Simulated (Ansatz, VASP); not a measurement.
**Two plane-wave programs on BaTiO3**

```
Ba Ti O
1.0
     3.99410    0.00000    0.00000
     0.00000    3.99410    0.00000
     0.00000    0.00000    3.99410
Ba Ti O
1 1 3
Direct
  0.00000 0.00000 0.00000
  0.50000 0.50000 0.50000
  0.50000 0.50000 0.00000
  0.50000 0.00000 0.50000
  0.00000 0.50000 0.50000
```

Alike in both runs: task single point; functional r2SCAN; k mesh 6 × 6 × 6; no spin polarisation.

|  | VASP | Ansatz |
| --- | --- | --- |
| version | VASP 6.6.1 | Ansatz 0.2.0 |
| potentials or method | VASP PAW PBE potentials, release 64 (Ba_sv, Ti_sv, O) | plane waves, PAW |
| plane-wave cutoff (eV) | 520 | 500 |
| occupations | gaussian, width 0.01 eV | fixed |
| valence electrons in the cell | 40 | 40 |

Ansatz gave:

* gap on the k mesh at the Fermi level (eV): 2.17
* pressure (GPa): 0.0

**Question.** What did VASP give for the same quantities?

**Answer.** gap on the k mesh at the Fermi level (eV): 2.15; pressure (GPa): 2.0.

VASP's potentials were made for PBE, not for r2SCAN.

Spin-orbit coupling is off throughout.
